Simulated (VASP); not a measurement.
# IrRh5 (P4/mmm) in VASP: a series of runs

Runs on IrRh5. Level: PBE. Tasks: single point.

Everything below comes from runs of VASP 6.6.1. Logs are shortened: lines on timing, memory, paths and dates and some standing lists are left out, and cuts for length are marked.

**1. The cell of the first run**

The structure is tetragonal, space group P4/mmm (No. 123). Conventional cell: a = 2.684 Å, b = 2.684 Å, c = 11.387 Å, α = 90.00°, β = 90.00°, γ = 90.00°. Ir (site symmetry 4/mmm) has 4 Ir at 2.68 Å and 8 Rh at 2.68 Å within 3.5 Å. Rh (site symmetry 4mm) has 12 Rh at 2.68 Å within 3.5 Å. Within 3.5 Å of Rh (site symmetry 4mm) lie 8 Rh at 2.68 Å and 4 Ir at 2.68 Å. Within 3.5 Å of Rh (site symmetry 4/mmm) lie 12 Rh at 2.68 Å.

**2. Single point, PBE**

Contents of INCAR:

```
ALGO = Fast
EDIFF = 1E-6
ENCUT = 520
GGA = PE
ISIF = 2
ISMEAR = 0
LASPH = True
LCHARG = False
LREAL = False
LWAVE = False
NBANDS = 51
NELM = 80
PREC = Accurate
SIGMA = 0.1
```

Contents of KPOINTS:

```
k-points
0
Gamma
  6 6 2
```

Contents of POSCAR:

```
IrRh5
1.0
    2.6840395900      0.0000000000      0.0000000000
    0.0000000000      2.6840395900      0.0000000000
    0.0000000000      0.0000000000     11.3874155500
Ir Rh
1 5
Direct
    0.0000000000      0.0000000000      0.0000000000
    0.0000000000      0.0000000000      0.6666666700
    0.5000000000      0.5000000000      0.8333333300
    0.5000000000      0.5000000000      0.1666666700
    0.0000000000      0.0000000000      0.3333333300
    0.5000000000      0.5000000000      0.5000000000
```

Potentials or basis: VASP PAW PBE potentials, release 64 (Ir, Rh_pv).

Command:

```sh
> cat potpaw_PBE.64/Ir/POTCAR potpaw_PBE.64/Rh_pv/POTCAR > POTCAR
> mpirun -np 1 vasp_std > vasp.out
```

OUTCAR:

```text
EDIFF = 1E-6
   ENCUT = 520
   GGA = PE
   ISIF = 2
   ISMEAR = 0
   LASPH = True
   LREAL = False
   NELM = 80
   PREC = Accurate

 ion  position               nearest neighbor table
   1  0.000  0.000  0.000-   3 2.68   4 2.68   3 2.68   4 2.68   3 2.68   4 2.68   3 2.68   4 2.68

   2  0.000  0.000  0.667-   3 2.68   3 2.68   3 2.68   3 2.68   6 2.68   6 2.68   6 2.68   6 2.68

   3  0.500  0.500  0.833-   2 2.68   2 2.68   2 2.68   2 2.68   1 2.68   1 2.68   1 2.68   1 2.68

   4  0.500  0.500  0.167-   5 2.68   5 2.68   5 2.68   5 2.68   1 2.68   1 2.68   1 2.68   1 2.68

   5  0.000  0.000  0.333-   4 2.68   4 2.68   4 2.68   4 2.68   6 2.68   6 2.68   6 2.68   6 2.68

   6  0.500  0.500  0.500-   2 2.68   5 2.68   2 2.68   5 2.68   2 2.68   5 2.68   2 2.68   5 2.68

  LATTYP: Found a simple tetragonal cell.
 ALAT       =     2.6840395900
 C/A-ratio  =     4.2426406795

  Lattice vectors:

 A1 = (   2.6840395900,   0.0000000000,   0.0000000000)
 A2 = (   0.0000000000,   2.6840395900,   0.0000000000)
 A3 = (   0.0000000000,   0.0000000000,  11.3874155500)

Analysis of symmetry for initial positions (statically):
=====================================================================
 Subroutine PRICEL returns:
 Original cell was already a primitive cell.

 Routine SETGRP: Setting up the symmetry group for a
 simple tetragonal supercell.

 Subroutine GETGRP returns: Found 16 space group operations
 (whereof 16 operations were pure point group operations)
 out of a pool of 16 trial point group operations.

The static configuration has the point symmetry D_4h.

Analysis of symmetry for dynamics (positions and initial velocities):
=====================================================================
 Subroutine PRICEL returns:
 Original cell was already a primitive cell.

 Routine SETGRP: Setting up the symmetry group for a
 simple tetragonal supercell.

 Subroutine GETGRP returns: Found 16 space group operations
 (whereof 16 operations were pure point group operations)
 out of a pool of 16 trial point group operations.

The dynamic configuration has the point symmetry D_4h.

 Subroutine INISYM returns: Found 16 space group operations
 (whereof 16 operations are pure point group operations),
 and found     1 'primitive' translations

----------------------------------------------------------------------------------------

                                     Primitive cell

  volume of cell :      82.0357

  direct lattice vectors                    reciprocal lattice vectors
     2.684039590  0.000000000  0.000000000     0.372572746  0.000000000  0.000000000
     0.000000000  2.684039590  0.000000000     0.000000000  0.372572746  0.000000000
     0.000000000  0.000000000 11.387415550     0.000000000  0.000000000  0.087816239

  length of vectors
     2.684039590  2.684039590 11.387415550     0.372572746  0.372572746  0.087816239

  position of ions in fractional coordinates (direct lattice)
     0.000000000  0.000000000  0.000000000
     0.000000000  0.000000000  0.666666670
     0.500000000  0.500000000  0.833333330
     0.500000000  0.500000000  0.166666670
     0.000000000  0.000000000  0.333333330
     0.500000000  0.500000000  0.500000000

  ion indices of the primitive-cell ions
   primitive index   ion index
                 1           1
                 2           2
                 3           3
                 4           4
                 5           5
                 6           6

----------------------------------------------------------------------------------------

 KPOINTS: k-points

Automatic generation of k-mesh.
 Grid dimensions read from file:
 generate k-points for:    6    6    2

 Generating k-lattice:

  Cartesian coordinates                     Fractional coordinates (reciprocal lattice)
     0.062095458  0.000000000  0.000000000     0.166666667  0.000000000  0.000000000
     0.000000000  0.062095458  0.000000000     0.000000000  0.166666667  0.000000000
     0.000000000  0.000000000  0.043908119     0.000000000  0.000000000  0.500000000

  Length of vectors
     0.062095458  0.062095458  0.043908119

  Shift w.r.t. Gamma in fractional coordinates (k-lattice)
     0.000000000  0.000000000  0.000000000

 Subroutine IBZKPT returns following result:
 ===========================================

 Found     20 irreducible k-points:

 Following reciprocal coordinates:
            Coordinates               Weight
  0.000000  0.000000  0.000000      1.000000
  0.166667  0.000000  0.000000      4.000000
  0.333333  0.000000  0.000000      4.000000
  0.500000  0.000000  0.000000      2.000000
  0.166667  0.166667  0.000000      4.000000
  0.333333  0.166667  0.000000      8.000000
[... 12 lines left out ...]
  0.500000  0.333333  0.500000      4.000000
  0.500000  0.500000  0.500000      1.000000
   k-points           NKPTS =     20   k-points in BZ     NKDIM =     20   number of bands    NBANDS=     51
   number of dos      NEDOS =    301   number of ions     NIONS =      6
   total plane-waves  NPLWV =  36000
   dimension x,y,z NGX =    20 NGY =   20 NGZ =   90
   dimension x,y,z NGXF=    40 NGYF=   40 NGZF=  180
   ions per type =               1   5
   NGX,Y,Z   is equivalent  to a cutoff of  12.39, 12.39, 13.14 a.u.
   NGXF,Y,Z  is equivalent  to a cutoff of  24.78, 24.78, 26.28 a.u.
 SYSTEM =  unknown system
   PREC   = accura    normal or accurate (medium, high low for compatibility)
   ISTART =      0    job   : 0-new  1-cont  2-samecut
   ICHARG =      2    charge: 1-file 2-atom 10-const
   ISPIN  =      1    spin polarized calculation?
   LNONCOLLINEAR =      F non collinear calculations
   LSORBIT =      F    spin-orbit coupling
   LASPH  =      T    aspherical Exc in radial PAW
   ENCUT  =  520.0 eV  38.22 Ry    6.18 a.u.   4.99  4.99 21.17*2*pi/ulx,y,z
   NELM   =     80;   NELMIN=  2; NELMDL= -5     # of ELM steps
   EDIFF  = 0.1E-05   stopping-criterion for ELM
   LREAL  =      F    real-space projection
[... 7 lines left out ...]
   TEBEG  =    0.0;   TEEND  =   0.0 temperature during run
   PSTRESS=    0.0 pullay stress
   NELECT =      84.0000    total number of electrons
   NUPDOWN=      -1.0000    fix difference up-down
   EMIN   =  10.00;   EMAX   =-10.00  energy-range for DOS
   EFERMI =   0.00;   METHOD = LEGACY
   ISMEAR =     0;   SIGMA  =   0.10  broadening in eV -4-tet -1-fermi 0-gaus
   EFERMI_NEDOS =   21; number of points for ismear=-14 and -15
   IALGO  =     68    algorithm
   IMIX   =      4    mixing-type and parameters
     AMIX     =   0.40;   BMIX     =  1.00
     AMIX_MAG =   1.60;   BMIX_MAG =  1.00
  volume/ion in A,a.u.               =      13.67        92.27
  Fermi-wavevector in a.u.,A,eV,Ry     =   1.650062  3.118165 37.044644  2.722705
  Thomas-Fermi vector in A             =   2.739076
   LORBIT       =      0    0 simple, 1 ext, 2 COOP (PROOUT), +10 PAW based schemes
   GGA     = PE    functional components
   LHFCALC =     F    Hartree Fock is set to
   AEXX    =    0.0000 exact exchange contribution
   IVDW    =     0    specifies the selected vdW correction
   LEPSILON=     F    determine dielectric tensor
   LRPA    =     F    only Hartree local field effects (RPA)
 non-spin polarized calculation
 RMM-DIIS sequential band-by-band and
 Gauss-broadening in eV      SIGMA  =   0.10
  energy-cutoff  :      520.00
  volume of cell :       82.04
 maximum number of plane-waves:      2240
 NGX is ok and might be reduce to    20
   NGX =  9   NGY =  9   NGZ = 43

 number of electron      84.0000014 magnetization

 Free energy of the ion-electron system (eV)
  ---------------------------------------------------
  ext. energy  EPLUGINS =         0.00000000
  ---------------------------------------------------
  free energy    TOTEN  =       -45.04156377 eV

  energy without entropy =      -45.02012747  energy(sigma->0) =      -45.03084562

 E-fermi :  11.7243     XC(G=0): -14.0943

 val. band max:       11.6593177047   @ k =   0.3333   0.1667   0.5000
 cond. band min:      11.7372723040   @ k =   0.1667   0.0000   0.0000
 fundamental gap:      0.0779545993
 Fermi energy:        11.7242757586

 k-point     1 :       0.0000    0.0000    0.0000
  band No.  band energies     occupation
      1     -35.3040      2.00000
      2     -35.2388      2.00000
      3     -35.0832      2.00000
      4     -34.8785      2.00000
      5     -34.8785      2.00000
      6     -34.8686      2.00000
[... 43 lines left out ...]
     50      12.9043      0.00000
     51      14.8534      0.00000

 k-point     2 :       0.1667    0.0000    0.0000
  band No.  band energies     occupation
      1     -35.2649      2.00000
      2     -35.2310      2.00000
      3     -35.1256      2.00000
      4     -35.0029      2.00000
      5     -34.9513      2.00000
      6     -34.9239      2.00000
[... 43 lines left out ...]
     50      13.7156      0.00000
     51      17.7178      0.00000

 k-point     3 :       0.3333    0.0000    0.0000
  band No.  band energies     occupation
      1     -35.2673      2.00000
      2     -35.2532      2.00000
      3     -35.2190      2.00000
      4     -35.1938      2.00000
      5     -35.0820      2.00000
      6     -35.0805      2.00000
[... 43 lines left out ...]
     50      15.3339      0.00000
     51      18.2882      0.00000
[... 811 lines left out ...]
 k-point    19 :       0.5000    0.3333    0.5000
  band No.  band energies     occupation
      1     -35.2538      2.00000
      2     -35.2493      2.00000
      3     -35.2260      2.00000
      4     -35.2103      2.00000
      5     -35.1918      2.00000
      6     -35.0815      2.00000
[... 43 lines left out ...]
     50      18.8928      0.00000
     51      19.0386      0.00000

 k-point    20 :       0.5000    0.5000    0.5000
  band No.  band energies     occupation
      1     -35.2833      2.00000
      2     -35.2833      2.00000
      3     -35.2487      2.00000
      4     -35.2487      2.00000
      5     -35.1493      2.00000
      6     -35.1493      2.00000
[... 43 lines left out ...]
     50      21.2272      0.00000
     51      21.2545      0.00000

------------------------ aborting loop because EDIFF is reached ----------------------------------------

  FORCE on cell =-STRESS in cart. coord.  units (eV):
  Direction    XX          YY          ZZ          XY          YZ          ZX
  --------------------------------------------------------------------------------------
  -------------------------------------------------------------------------------------
  Total        5.8725322      5.8725322      3.2586333      0.0000000      0.0000000      0.0000000
  in kB      114.6919622    114.6919622     63.6418907      0.0000000      0.0000000      0.0000000
  external PRESSURE =      97.6752717 kB  Pullay stress =       0.0000000 kB

 VOLUME and BASIS-vectors are now :
 -----------------------------------------------------------------------------
  energy-cutoff  :      520.00
  volume of cell :       82.04
      direct lattice vectors                 reciprocal lattice vectors
     2.684039590  0.000000000  0.000000000     0.372572746  0.000000000  0.000000000
     0.000000000  2.684039590  0.000000000     0.000000000  0.372572746  0.000000000
     0.000000000  0.000000000 11.387415550     0.000000000  0.000000000  0.087816239

 POSITION                                       TOTAL-FORCE (eV/Angst)
 -----------------------------------------------------------------------------------
      0.00000      0.00000      0.00000         0.000000     -0.000000     -0.000000
      0.00000      0.00000      7.59161        -0.000000     -0.000000     -0.244583
      1.34202      1.34202      9.48951        -0.000000     -0.000000      0.103756
      1.34202      1.34202      1.89790        -0.000000      0.000000     -0.103756
      0.00000      0.00000      3.79581         0.000000     -0.000000      0.244583
      1.34202      1.34202      5.69371         0.000000     -0.000000     -0.000000
 -----------------------------------------------------------------------------------
    total drift:                               -0.000000     -0.000000     -0.000000

  FREE ENERGIE OF THE ION-ELECTRON SYSTEM (eV)
  ---------------------------------------------------
  free  energy   TOTEN  =       -45.0415637726 eV

  energy  without entropy=      -45.0201274735  energy(sigma->0) =      -45.03084562
```

Run time: 3 min. Hardware: 1 thread of Intel Xeon 8259CL, shared host; peak memory 0.22 GiB.

Results:

```yaml
Free_energy: -45.0416 eV
Pressure: 9.8 GPa
Largest_force: 0.245 eV/Å
Band_gap_on_the_k_mesh: zero (bands 42 and 43 overlap by 1.70 eV)
```

Forces in eV/Å, atoms in the order of the input:
```
Ir   0.000  0.000  0.000
Rh   0.000  0.000 -0.245
Rh   0.000  0.000  0.104
Rh   0.000  0.000 -0.104
Rh   0.000  0.000  0.245
Rh   0.000  0.000  0.000
```

Levels at points of the mesh, in eV from the Fermi level:
```
           k point  band 39  band 40  band 41  band 42  band 43  band 44  band 45  band 46
(0.00, 0.00, 0.00)    -0.61    -0.60    -0.53    -0.42    -0.42    -0.25    -0.25     0.16
(0.50, 0.00, 0.00)    -1.02    -0.98    -0.96     0.31     0.34     0.39     0.58     1.88
(0.50, 0.50, 0.00)     0.97     1.09     1.12     1.13     1.15     1.15     2.02     3.12
(0.00, 0.00, 0.50)    -1.22    -0.86    -0.84    -0.28    -0.07     0.50     0.61     0.61
(0.50, 0.00, 0.50)    -0.43    -0.39    -0.25     0.53     0.62     0.62     0.68     0.79
(0.50, 0.50, 0.50)     0.51     0.97     0.97     1.09     1.12     1.13     2.02     4.61
```

Caveat: the k points lie up to 0.39 Å⁻¹ apart, too coarse for converged energies and pressures of a metal; spin-orbit coupling is left out, which moves the levels of the heavy elements.

(Continued in part 2 of 2.)

The gap in the log of VASP goes by the Fermi energy; the results here count the filled bands.